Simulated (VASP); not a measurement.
CsCaH3, 5 atoms in the cell. The structure is cubic, space group Pm-3m (No. 221). The conventional cell has a = 4.621 Å, b = 4.621 Å, c = 4.621 Å, α = 90.00°, β = 90.00°, γ = 90.00°. Within 4.3 Å of Cs (site symmetry m-3m) lie 12 H at 3.27 Å and 8 Ca at 4.00 Å. Ca (site symmetry m-3m) has 6 H at 2.31 Å within 3.1 Å. Within 3.1 Å of H (site symmetry 4/mmm) lie 2 Ca at 2.31 Å. 

| Item | Value |
| --- | --- |
| Program | VASP 6.6.1 |
| Task | relaxation of cell and atoms |
| Functional | r2SCAN |
| Potentials or basis | VASP PAW PBE potentials, release 64 (Cs_sv, Ca_sv, H) |
| Cutoff | 600 eV |
| k mesh | 6 × 6 × 6 |
| Occupations | gaussian, width 0.1 eV |
| Spin | no spin polarisation |
| Target pressure | 10 GPa |
| Dipole correction | no |
| Further INCAR settings | ALGO = Normal; EDIFF = 1e-06; IBRION = 2; EDIFFG = -0.05; NSW = 80; ISIF = 3 |

Potentials or basis: VASP PAW PBE potentials, release 64 (Cs_sv, Ca_sv, H).

The run is started by

```bash
$ cat potpaw_PBE.64/Cs_sv/POTCAR potpaw_PBE.64/Ca_sv/POTCAR potpaw_PBE.64/H/POTCAR > POTCAR
$ cp INCAR.step1 INCAR
$ mpirun -np 1 vasp_std > vasp.out
$ cp INCAR.step2 INCAR
$ mpirun -np 1 vasp_std > vasp.out
```

Hardware: 1 thread of Intel Xeon 8259CL (shared host).

Task: How long does it take, and how much memory?

Result: Run time: 16 min on 1 thread of Intel Xeon 8259CL, with other jobs on the host, peak memory 0.31 GiB. Counts: k points 20, ion steps 4.
